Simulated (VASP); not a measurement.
## Si4P: relaxation of cell and atoms with PBE

The system is Si4P.

```
Si P
1.0
     4.42219    0.00000    0.00000
    -2.21110    3.82973    0.00000
     0.00000    0.00000    6.77418
Si P
4 1
Direct
  0.33333 0.66667 0.00000
  0.66667 0.33333 0.00000
  0.00000 0.00000 0.33346
  0.00000 0.00000 0.66654
  0.00000 0.00000 0.00000
```

The cell was generated, and may not be a known phase.

```json
{
  "Program": "VASP 6.6.1",
  "Task": "relaxation of cell and atoms",
  "Functional": "PBE",
  "Potentials or basis": "VASP PAW PBE potentials, release 64 (Si, P)",
  "Cutoff": "600 eV",
  "k mesh": "12 × 12 × 6",
  "Occupations": "gaussian, width 0.1 eV",
  "Spin": "no spin polarisation",
  "Dipole correction": "no",
  "Further INCAR settings": "ALGO = Normal; EDIFF = 1e-07; IBRION = 2; EDIFFG = -0.01; NSW = 100; ISIF = 3"
}
```

| Item | Value |
| --- | --- |
| Relaxed volume | 22.64 Å³/atom |
| Relaxed cell | a = 4.371 Å, b = 4.371 Å, c = 6.842 Å, α = 90.00°, β = 90.00°, γ = 120.00° |
| Space group after relaxing (to 0.1 Å) | P6/mmm (No. 191) |
| Energy gained by relaxing | 3.3 meV/atom |
| Ionic steps | 6 |
| Pressure after relaxing | 0.0 GPa |
| Band gap on the k mesh | zero (an odd number of electrons rules out a gap without spin polarisation) |

Step by step:
| step | energy change (eV) | largest force (eV/Å) | pressure (GPa) | volume (Å³) |
| --- | --- | --- | --- | --- |
| 1 | 0.0000 | 0.0758 | -0.08 | 114.73 |
| 2 | -0.0144 | 0.0133 | -0.55 | 114.53 |
| 3 | -0.0144 | 0.0115 | -0.54 | 114.54 |
| 4 | -0.0166 | 0.0014 | -0.03 | 113.24 |
| 5 | -0.0166 | 0.0013 | -0.02 | 113.23 |
| 6 | -0.0167 | 0.0009 | 0.00 | 113.22 |

Final structure:
```cif
data_structure
_symmetry_space_group_name_H-M 'P 1'
_symmetry_Int_Tables_number 1
_cell_length_a 4.3710
_cell_length_b 4.3710
_cell_length_c 6.8423
_cell_angle_alpha 90.000
_cell_angle_beta 90.000
_cell_angle_gamma 120.000
_cell_volume 113.22
loop_
_atom_site_label
_atom_site_type_symbol
_atom_site_fract_x
_atom_site_fract_y
_atom_site_fract_z
_atom_site_occupancy
Si1 Si 0.33333 0.66667 0.00000 1
Si2 Si 0.66667 0.33333 0.00000 1
Si3 Si 0.00000 0.00000 0.33295 1
Si4 Si 0.00000 0.00000 0.66705 1
P1 P 0.00000 0.00000 0.00000 1
```

Levels at points of the mesh, in eV from the Fermi level:
| k point | band 8 | band 9 | band 10 | band 11 | band 12 | band 13 | band 14 |
| --- | --- | --- | --- | --- | --- | --- | --- |
| (0.00, 0.00, 0.00) | -3.24 | -2.02 | -0.15 | -0.06 | 0.14 | 0.88 | 0.88 |
| (0.50, 0.00, 0.00) | -1.67 | 0.14 | 0.23 | 0.67 | 0.68 | 0.80 | 2.13 |
| (0.00, 0.00, 0.50) | -3.24 | -3.24 | -2.01 | -0.17 | 0.03 | 0.03 | 3.62 |
| (0.50, 0.00, 0.50) | -3.52 | -0.70 | 0.62 | 0.69 | 1.01 | 2.14 | 2.29 |

Run time: 3.3 min on 1 thread of Intel(R) Xeon(R) 6975P-C (Granite Rapids) (shared host), peak memory 0.34 GiB.

Caveat: an odd number of electrons without spin polarisation forces a metal; a magnetic or distorted state may lie lower.
